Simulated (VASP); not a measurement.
MgO, 2 atoms in the cell. The structure is cubic, space group Fm-3m (No. 225). Conventional cell: a = 4.249 Å, b = 4.249 Å, c = 4.249 Å, α = 90.00°, β = 90.00°, γ = 90.00°. Mg (site symmetry m-3m) has 6 O at 2.12 Å within 2.8 Å. Within 2.8 Å of O (site symmetry m-3m) lie 6 Mg at 2.12 Å. 

- Program: VASP 6.6.1
- Task: relaxation of cell and atoms
- Functional: LDA
- Potentials or basis: VASP PAW LDA potentials, release 64 (Mg_sv, O)
- Cutoff: 840 eV
- k mesh: 8 × 8 × 8
- Occupations: gaussian, width 0.1 eV
- Spin: no spin polarisation
- Dipole correction: no
- Further INCAR settings: ALGO = Normal; EDIFF = 1e-07; IBRION = 2; EDIFFG = -0.05; NSW = 100; ISIF = 3

Potentials or basis: VASP PAW LDA potentials, release 64 (Mg_sv, O).

Launch:

```bash
$ cat potpaw_LDA.64/Mg_sv/POTCAR potpaw_LDA.64/O/POTCAR > POTCAR
$ mpirun -np 1 vasp_std > vasp.out
```

Hardware: 1 thread of AMD EPYC 9R45 96-Core Processor (Zen 5), on a shared host.

Q: Estimate the wall time of this run.

A: Run time: 14 s on 1 thread of AMD EPYC 9R45 96-Core Processor (Zen 5) (shared host), peak memory 0.12 GiB. Counts: scf iterations 29, k points 29, ion steps 3.
